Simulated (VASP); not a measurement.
# CuI (F-43m) in VASP: notebook

Runs on CuI. Level: r2SCAN. Tasks: single point.

All numbers are computed with VASP 6.6.1; they aren't measurements. Logs are shortened: lines on timing, memory, paths and dates and some standing lists are left out, and cuts for length are marked.

### 1 The cell of the first run

It takes space group F-43m (No. 216, cubic). Conventional cell: a = 5.963 Å, b = 5.963 Å, c = 5.963 Å, α = 90.00°, β = 90.00°, γ = 90.00°. Within 3.4 Å of Cu (site symmetry -43m) lie 4 I at 2.58 Å. Within 3.4 Å of I (site symmetry -43m) lie 4 Cu at 2.58 Å.

### 2 Single point, r2SCAN (26.50 Å³/atom)

POSCAR

```
CuI
1.0
    0.0000000000      2.9813105176      2.9813105176
    2.9813105176      0.0000000000      2.9813105176
    2.9813105176      2.9813105176      0.0000000000
Cu I
1 1
Direct
    0.2500000000      0.2500000000      0.2500000000
    0.0000000000      0.0000000000      0.0000000000
```

INCAR.step1

```
SYSTEM = CuI
PREC     = Accurate       ! precision mode
ENCUT    = 520            ! plane-wave cutoff, eV
ISMEAR   = 0              ! smearing method
SIGMA    = 0.02           ! smearing width, eV
LREAL    = .False.        ! projectors in reciprocal space
LASPH    = .True.         ! aspherical terms in the spheres
NELM     = 80             ! most SCF steps
NBANDS   = 16             ! bands
GGA      = PE             ! functional
ALGO     = Normal         ! electronic algorithm
EDIFF    = 1E-4           ! SCF threshold, eV
LWAVE    = .True.         ! write WAVECAR
LCHARG   = .False.        ! write CHGCAR
```

INCAR.step2

```
SYSTEM = CuI
PREC     = Accurate       ! precision mode
ENCUT    = 520            ! plane-wave cutoff, eV
EDIFF    = 1E-7           ! SCF threshold, eV
ISMEAR   = 0              ! smearing method
SIGMA    = 0.02           ! smearing width, eV
LREAL    = .False.        ! projectors in reciprocal space
LASPH    = .True.         ! aspherical terms in the spheres
NELM     = 80             ! most SCF steps
ALGO     = Normal         ! electronic algorithm
ISIF     = 2              ! what is computed and relaxed
LWAVE    = .False.        ! write WAVECAR
LCHARG   = .False.        ! write CHGCAR
METAGGA  = R2SCAN         ! meta-GGA
LMIXTAU  = .True.       
NBANDS   = 16             ! bands
ISTART   = 1
```

KPOINTS

```
regular mesh
0
Gamma
  8 8 8
  0 0 0
```

Potentials or basis: VASP PAW PBE potentials, release 64 (Cu, I).

Command:

```
$ cat potpaw_PBE.64/Cu/POTCAR potpaw_PBE.64/I/POTCAR > POTCAR
$ cp INCAR.step1 INCAR
$ mpirun -np 1 vasp_std > vasp.out
$ cp INCAR.step2 INCAR
$ mpirun -np 1 vasp_std > vasp.out
```

OUTCAR:

```text
SYSTEM = CuI
   PREC = Accurate
   ENCUT = 520
   EDIFF = 1E-7
   ISMEAR = 0
   LREAL = .False.
   LASPH = .True.
   NELM = 80
   ISIF = 2
   METAGGA = R2SCAN
   ISTART = 1

 ion  position               nearest neighbor table
   1  0.250  0.250  0.250-   2 2.58   2 2.58   2 2.58   2 2.58
   2  0.000  0.000  0.000-   1 2.58   1 2.58   1 2.58   1 2.58

  LATTYP: Found a face centered cubic cell.
 ALAT       =     5.9626210352

  Lattice vectors:

 A1 = (   0.0000000000,   2.9813105176,   2.9813105176)
 A2 = (   2.9813105176,   0.0000000000,   2.9813105176)
 A3 = (   2.9813105176,   2.9813105176,   0.0000000000)

Analysis of symmetry for initial positions (statically):
=====================================================================
 Subroutine PRICEL returns:
 Original cell was already a primitive cell.

 Routine SETGRP: Setting up the symmetry group for a
 face centered cubic supercell.

 Subroutine GETGRP returns: Found 24 space group operations
 (whereof 24 operations were pure point group operations)
 out of a pool of 48 trial point group operations.

The static configuration has the point symmetry T_d .

Analysis of symmetry for dynamics (positions and initial velocities):
=====================================================================
 Subroutine PRICEL returns:
 Original cell was already a primitive cell.

 Routine SETGRP: Setting up the symmetry group for a
 face centered cubic supercell.

 Subroutine GETGRP returns: Found 24 space group operations
 (whereof 24 operations were pure point group operations)
 out of a pool of 48 trial point group operations.

The dynamic configuration has the point symmetry T_d .

 Subroutine INISYM returns: Found 24 space group operations
 (whereof 24 operations are pure point group operations),
 and found     1 'primitive' translations

----------------------------------------------------------------------------------------

                                     Primitive cell

  volume of cell :      52.9970

  direct lattice vectors                    reciprocal lattice vectors
     0.000000000  2.981310518  2.981310518    -0.167711480  0.167711480  0.167711480
     2.981310518  0.000000000  2.981310518     0.167711480 -0.167711480  0.167711480
     2.981310518  2.981310518  0.000000000     0.167711480  0.167711480 -0.167711480

  length of vectors
     4.216209768  4.216209768  4.216209768     0.290484805  0.290484805  0.290484805

  position of ions in fractional coordinates (direct lattice)
     0.250000000  0.250000000  0.250000000
     0.000000000  0.000000000  0.000000000

  ion indices of the primitive-cell ions
   primitive index   ion index
                 1           1
                 2           2

----------------------------------------------------------------------------------------

 KPOINTS: regular mesh

Automatic generation of k-mesh.
 Grid dimensions read from file:
 generate k-points for:    8    8    8

 Generating k-lattice:

  Cartesian coordinates                     Fractional coordinates (reciprocal lattice)
    -0.020963935  0.020963935  0.020963935     0.125000000  0.000000000  0.000000000
     0.020963935 -0.020963935  0.020963935     0.000000000  0.125000000  0.000000000
     0.020963935  0.020963935 -0.020963935     0.000000000  0.000000000  0.125000000

  Length of vectors
     0.036310601  0.036310601  0.036310601

  Shift w.r.t. Gamma in fractional coordinates (k-lattice)
     0.000000000  0.000000000  0.000000000

 Subroutine IBZKPT returns following result:
 ===========================================

 Found     29 irreducible k-points:

 Following reciprocal coordinates:
            Coordinates               Weight
  0.000000  0.000000  0.000000      1.000000
  0.125000  0.000000  0.000000      8.000000
  0.250000  0.000000  0.000000      8.000000
  0.375000  0.000000  0.000000      8.000000
  0.500000  0.000000  0.000000      4.000000
  0.125000  0.125000  0.000000      6.000000
[... 16 lines left out ...]
  0.500000  0.250000  0.125000     48.000000
 -0.375000  0.250000  0.125000     24.000000
 [... further k-points ...]
   k-points           NKPTS =     29   k-points in BZ     NKDIM =     29   number of bands    NBANDS=     16
   number of dos      NEDOS =    301   number of ions     NIONS =      2
   total plane-waves  NPLWV =  32768
   dimension x,y,z NGX =    32 NGY =   32 NGZ =   32
   dimension x,y,z NGXF=    64 NGYF=   64 NGZF=   64
   ions per type =               1   1
   NGX,Y,Z   is equivalent  to a cutoff of  12.62, 12.62, 12.62 a.u.
   NGXF,Y,Z  is equivalent  to a cutoff of  25.24, 25.24, 25.24 a.u.
 SYSTEM =  CuI
   PREC   = accura    normal or accurate (medium, high low for compatibility)
   ISTART =      1    job   : 0-new  1-cont  2-samecut
   ICHARG =      0    charge: 1-file 2-atom 10-const
   ISPIN  =      1    spin polarized calculation?
   LNONCOLLINEAR =      F non collinear calculations
   LSORBIT =      F    spin-orbit coupling
   LASPH  =      T    aspherical Exc in radial PAW
   ENCUT  =  520.0 eV  38.22 Ry    6.18 a.u.   7.84  7.84  7.84*2*pi/ulx,y,z
   NELM   =     80;   NELMIN=  2; NELMDL=  0     # of ELM steps
   EDIFF  = 0.1E-06   stopping-criterion for ELM
   LREAL  =      F    real-space projection
   EDIFFG = 0.1E-05   stopping-criterion for IOM
   NSW    =      0    number of steps for IOM
   IBRION =     -1    ionic relax: 0-MD 1-quasi-New 2-CG
   NFREE  =      0    steps in history (QN), initial steepest desc. (CG)
   ISIF   =      2    stress and relaxation
   ISYM   =      2    0-nonsym 1-usesym 2-fastsym
   POTIM  = 0.5000    time-step for ionic-motion
   TEBEG  =    0.0;   TEEND  =   0.0 temperature during run
   PSTRESS=    0.0 pullay stress
   NELECT =      18.0000    total number of electrons
   NUPDOWN=      -1.0000    fix difference up-down
   EMIN   =  10.00;   EMAX   =-10.00  energy-range for DOS
   EFERMI =   0.00;   METHOD = LEGACY
   ISMEAR =     0;   SIGMA  =   0.02  broadening in eV -4-tet -1-fermi 0-gaus
   EFERMI_NEDOS =   21; number of points for ismear=-14 and -15
   IALGO  =     38    algorithm
   IMIX   =      4    mixing-type and parameters
     AMIX     =   0.40;   BMIX     =  1.00
     AMIX_MAG =   1.60;   BMIX_MAG =  1.00
  volume/ion in A,a.u.               =      26.50       178.82
  Fermi-wavevector in a.u.,A,eV,Ry     =   1.142217  2.158476 17.750959  1.304659
  Thomas-Fermi vector in A             =   2.278915
   LORBIT       =      0    0 simple, 1 ext, 2 COOP (PROOUT), +10 PAW based schemes
   METAGGA = R2SCAN    functional components
   LHFCALC =     F    Hartree Fock is set to
   AEXX    =    0.0000 exact exchange contribution
   IVDW    =     0    specifies the selected vdW correction
   LEPSILON=     F    determine dielectric tensor
   LRPA    =     F    only Hartree local field effects (RPA)
 non-spin polarized calculation
 Gauss-broadening in eV      SIGMA  =   0.02
  energy-cutoff  :      520.00
  volume of cell :       53.00
 maximum number of plane-waves:      1458
   NGX = 15   NGY = 15   NGZ = 15

 number of electron      18.0000000 magnetization

 Free energy of the ion-electron system (eV)
  ---------------------------------------------------
  ext. energy  EPLUGINS =         0.00000000
  ---------------------------------------------------
  free energy    TOTEN  =       -35.78831846 eV

  energy without entropy =      -35.78831846  energy(sigma->0) =      -35.78831846

 E-fermi :   4.9278     XC(G=0):  -9.6988

 val. band max:        4.8161891051   @ k =   0.0000   0.0000   0.0000
 cond. band min:       6.5826802684   @ k =   0.0000   0.0000   0.0000
 fundamental gap:      1.7664911632
 Fermi energy:         4.9277959369

 k-point     1 :       0.0000    0.0000    0.0000
  band No.  band energies     occupation
      1      -9.9903      2.00000
      2       0.7790      2.00000
      3       0.7790      2.00000
      4       0.7790      2.00000
      5       2.7623      2.00000
      6       2.7623      2.00000
[... 8 lines left out ...]
     15      14.9041      0.00000
     16      14.9041      0.00000

 k-point     2 :       0.1250    0.0000    0.0000
  band No.  band energies     occupation
      1      -9.9050      2.00000
      2       0.4780      2.00000
      3       0.7860      2.00000
      4       0.7861      2.00000
      5       2.7552      2.00000
      6       2.7552      2.00000
[... 8 lines left out ...]
     15      14.1837      0.00000
     16      14.3406      0.00000

 k-point     3 :       0.2500    0.0000    0.0000
  band No.  band energies     occupation
      1      -9.6848      2.00000
      2      -0.2600      2.00000
      3       0.7997      2.00000
      4       0.7998      2.00000
      5       2.7514      2.00000
      6       2.7515      2.00000
[... 8 lines left out ...]
     15      13.9833      0.00000
     16      14.1918      0.00000

 k-point     4 :       0.3750    0.0000    0.0000
  band No.  band energies     occupation
      1      -9.4406      2.00000
      2      -0.9972      2.00000
      3       0.8080      2.00000
      4       0.8081      2.00000
      5       2.7728      2.00000
      6       2.7729      2.00000
[... 8 lines left out ...]
     15      15.0127      0.00000
     16      15.0128      0.00000
[... 324 lines left out ...]
 k-point    22 :       0.3750    0.2500    0.1250
  band No.  band energies     occupation
      1      -9.5130      2.00000
      2      -0.4660      2.00000
      3       0.5461      2.00000
      4       0.7846      2.00000
      5       2.6825      2.00000
      6       2.8038      2.00000
[... 8 lines left out ...]
     15      15.7519      0.00000
     16      16.8850      0.00000

 k-point    23 :       0.5000    0.2500    0.1250
  band No.  band energies     occupation
      1      -9.3092      2.00000
      2      -0.8417      2.00000
      3       0.3051      2.00000
      4       0.7703      2.00000
      5       2.7069      2.00000
      6       2.7757      2.00000
[... 8 lines left out ...]
     15      16.1830      0.00000
     16      16.9619      0.00000

 k-point    24 :      -0.3750    0.2500    0.1250
  band No.  band energies     occupation
      1      -9.2190      2.00000
      2      -1.0064      2.00000
      3       0.2020      2.00000
      4       0.7562      2.00000
      5       2.6813      2.00000
      6       2.7719      2.00000
[... 8 lines left out ...]
     15      16.1661      0.00000
     16      16.9037      0.00000

 [... further k-points ...]

------------------------ aborting loop because EDIFF is reached ----------------------------------------

  FORCE on cell =-STRESS in cart. coord.  units (eV):
  Direction    XX          YY          ZZ          XY          YZ          ZX
  --------------------------------------------------------------------------------------
  -------------------------------------------------------------------------------------
  Total        0.4607010      0.4607010      0.4607010     -0.0000000     -0.0000000     -0.0000000
  in kB       13.9276569     13.9276569     13.9276569     -0.0000000     -0.0000000     -0.0000000
  external PRESSURE =      13.9276569 kB  Pullay stress =       0.0000000 kB

 VOLUME and BASIS-vectors are now :
 -----------------------------------------------------------------------------
  energy-cutoff  :      520.00
  volume of cell :       53.00
      direct lattice vectors                 reciprocal lattice vectors
     0.000000000  2.981310518  2.981310518    -0.167711480  0.167711480  0.167711480
     2.981310518  0.000000000  2.981310518     0.167711480 -0.167711480  0.167711480
     2.981310518  2.981310518  0.000000000     0.167711480  0.167711480 -0.167711480

 POSITION                                       TOTAL-FORCE (eV/Angst)
 -----------------------------------------------------------------------------------
      1.49066      1.49066      1.49066        -0.000000      0.000000      0.000000
      0.00000      0.00000      0.00000         0.000000     -0.000000     -0.000000
 -----------------------------------------------------------------------------------
    total drift:                               -0.000013     -0.000013     -0.000013

  FREE ENERGIE OF THE ION-ELECTRON SYSTEM (eV)
  ---------------------------------------------------
  free  energy   TOTEN  =       -35.7883184551 eV

  energy  without entropy=      -35.7883184551  energy(sigma->0) =      -35.78831846
```

It took 2 min on 1 thread of Intel Xeon 8259CL, shared host; peak memory 0.2 GiB.

What came out:

```yaml
Free_energy: -35.7883 eV
Pressure: 1.4 GPa
Band_gap_on_the_k_mesh: 1.77 eV
```

Levels at points of the mesh, in eV from the valence-band top:
```tsv
k point	band 7	band 8	band 9	band 10	band 11	band 12
(0.00, 0.00, 0.00)	0.00	0.00	0.00	1.77	5.18	5.18
(0.50, 0.00, 0.00)	-1.98	-0.80	-0.80	2.59	5.71	5.71
(0.50, 0.50, 0.00)	-1.96	-1.68	-1.68	2.84	3.15	10.18
```

Caveat: the PAW data sets were made with another functional, which shifts forces and pressure a little; spin-orbit coupling is left out, which moves the levels of the heavy elements. r2SCAN opens gaps a little over a GGA but as a rule still falls short of measured ones.

(Part 1 of 3 ends here.)
